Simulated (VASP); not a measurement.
Here is a VASP 6.6.1 calculation.

The input INCAR:

```
ALGO = Normal
EDIFF = 1E-7
ENCUT = 520
GGA = PE
ISIF = 2
ISMEAR = -1
ISPIN = 2
LASPH = True
LCHARG = True
LELF = True
LMAXMIX = 4
LORBIT = 11
LREAL = False
LVHAR = True
LWAVE = False
MAGMOM = 2 0
NBANDS = 18
NELM = 150
PREC = Accurate
SIGMA = 0.05
```

Contents of KPOINTS:

```
k-points
0
Gamma
  12 12 12
```

The input POSCAR:

```
CoO
1.0
   -1.4772158519      1.4772158519      2.0642304156
    1.4772158519     -1.4772158519      2.0642304156
    1.4772158519      1.4772158519     -2.0642304156
Co O
1 1
Direct
    0.0000000000      0.0000000000      0.0000000000
    0.5000000000      0.5000000000      0.0000000000
```

Potentials or basis: VASP PAW PBE potentials, release 64 (Co, O).

Command:

```bash
$ cat potpaw_PBE.64/Co/POTCAR potpaw_PBE.64/O/POTCAR > POTCAR
$ mpirun -np 1 vasp_std > vasp.out
```

(1) Estimate the pressure.

(2) Predict the site moments.

(3) Estimate the net moment.

Results:

(1) 9.7 GPa.

(2) Co +2.33; O +0.22 μB.

(3) 2.59 μB per cell.

Caveat: a cell with one magnetic atom can't hold antiferromagnetic order, which such compounds often take.
